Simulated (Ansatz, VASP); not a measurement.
# Two plane-wave programs on NaF

The input INCAR:

```
SYSTEM = NaF
PREC = Accurate
ENCUT = 520
EDIFF = 1E-7
ISMEAR = 0
SIGMA = 0.05
LREAL = .FALSE.
LASPH = .TRUE.
NELM = 60
ALGO = Normal
ISIF = 2
LWAVE = .FALSE.
LCHARG = .FALSE.
GGA = PE
NBANDS = 14
```

KPOINTS

```
Automatic mesh
0
G
  10 10 10
  0 0 0
```

Contents of POSCAR:

```
NaF
1.0
    0.0000000000      2.1863090059      2.6235708071
    2.1863090059      0.0000000000      2.6235708071
    2.1863090059      2.1863090059      0.0000000000
Na F
1 1
Direct
    0.0000000000      0.0000000000      0.0000000000
    0.5000000000      0.5000000000      0.5000000000
```

Input for Ansatz:

```yaml
crystal:
  lattice:
    - [0.0, 2.1863090059, 2.6235708071]
    - [2.1863090059, 0.0, 2.6235708071]
    - [2.1863090059, 2.1863090059, 0.0]
  atoms:
    - { symbol: Na, position: [0.0, 0.0, 0.0] }
    - { symbol: F, position: [0.5, 0.5, 0.5] }
basis:
  ecutwfc: 420
kpoints:
  mp_grid: { grid: [10, 10, 10] }
hamiltonian:
  xc: pbe
scf:
  occupations: { method: gaussian, width: 0.05 }
output:
  forces: true
  stress: true
  eigenvalues: true
  write_density: true
  write_potential: true
  elf: true
  volumetric_format: npy
```

Alike in both runs: task single point; functional PBE; k mesh 10 × 10 × 10; occupations gaussian, width 0.05 eV; no spin polarisation.

|  | VASP | Ansatz |
| --- | --- | --- |
| version | VASP 6.6.1 | Ansatz 0.2.0 |
| potentials or method | VASP PAW PBE potentials, release 64 (Na_pv, F), cutoff 520 eV | scalar-relativistic, plane waves, PAW |
| valence electrons in the cell | 14 | 16 |

Ansatz gave:

| Quantity | Value |
| --- | --- |
| gap on the k mesh at the Fermi level (eV) | 6.21 |
| least direct gap on the mesh (eV) | 6.21 |
| pressure (GPa) | 5.3 |
| traceless stress, the component that is largest in VASP (GPa) | -8.36 |

**Question.** What did VASP give for the same quantities?

**Answer.** gap on the k mesh at the Fermi level (eV): 6.19; least direct gap on the mesh (eV): 6.19; pressure (GPa): 5.4; traceless stress, the component that is largest in VASP (GPa): -8.61.

VASP's potentials hold 14 valence electrons a cell and Ansatz's 16, so a difference there can come from the potentials and not from the codes.
